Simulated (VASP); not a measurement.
Runs of VASP 6.6.1 on Ca. The structure is that of space group Pm-3m (No. 221), or close to it. The cells are those of the table. This isn't the form of Ca at room conditions, which is fcc.

```tsv
task	level	potentials or basis	cell	cutoff (eV)	gap on the mesh (eV)	pressure (GPa)	relaxed volume (Å³/atom)
single point	revPBE+D3(BJ)	VASP PAW PBE potentials, release 64 (Ca_sv)	a = 3.413 Å, 1 atom	520	none	0.0	-
single point	LDA	VASP PAW LDA potentials, release 64 (Ca_sv)	a = 3.367 Å, 1 atom	520	none	0.0	-
relaxation of cell and atoms	LDA	VASP PAW LDA potentials, release 64 (Ca_sv)	relaxed from a = 2.615 Å, 1 atom	600	none	0.0	37.84
relaxation of cell and atoms	revPBE+D3(BJ)	VASP PAW PBE potentials, release 64 (Ca_sv)	relaxed from a = 2.615 Å, 1 atom	600	none	0.0	(a)
single point	r2SCAN+rVV10	VASP PAW PBE potentials, release 64 (Ca_sv)	a = 3.480 Å, 1 atom	520	none	0.0	-
```

Alike in all rows: no spin polarisation; k mesh 12 × 12 × 12; smearing fermi-dirac 0.1 eV.

Question: Estimate the missing entries.

Answer: (a) 39.49.

Caveats: the PAW data sets were made with another functional, which shifts forces and pressure a little (at least some runs); the volume moved by over 15 % at a fixed basis, so the end points are rough (at least some runs).

A gap of «none» marks levels without a gap at the run's occupations.
